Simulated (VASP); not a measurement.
KCl (Sylvite), 2 atoms in the cell. The structure is cubic, space group Fm-3m (No. 225). Conventional cell: a = 6.079 Å, b = 6.079 Å, c = 6.079 Å, α = 90.00°, β = 90.00°, γ = 90.00°. K (site symmetry m-3m) has 6 Cl at 3.04 Å within 4.0 Å. Within 4.0 Å of Cl (site symmetry m-3m) lie 6 K at 3.04 Å. 

```yaml
Program: VASP 6.6.1
Task: relaxation of cell and atoms
Functional: LDA
Potentials_or_basis: VASP PAW LDA potentials, release 64 (K_sv, Cl)
Cutoff: 600 eV
k_mesh: 6 × 6 × 6
Occupations: gaussian, width 0.01 eV
Spin: no spin polarisation
Dipole_correction: no
Further_INCAR_settings: ALGO = Normal; EDIFF = 1e-06; IBRION = 2; EDIFFG = -0.001; NSW = 80; ISIF = 3
```

Potentials or basis: VASP PAW LDA potentials, release 64 (K_sv, Cl).

Run with:

```bash
$ cat potpaw_LDA.64/K_sv/POTCAR potpaw_LDA.64/Cl/POTCAR > POTCAR
$ mpirun -np 1 vasp_std > vasp.out
```

Hardware: 1 thread of Intel(R) Xeon(R) Platinum 8488C (Sapphire Rapids), with other jobs on the host.

Estimate the wall time of this run.

Wall time 25 s on 1 thread of Intel(R) Xeon(R) Platinum 8488C (Sapphire Rapids), with other jobs on the host, peak memory 0.18 GiB. Counts: scf iterations 39, k points 16, ion steps 7.
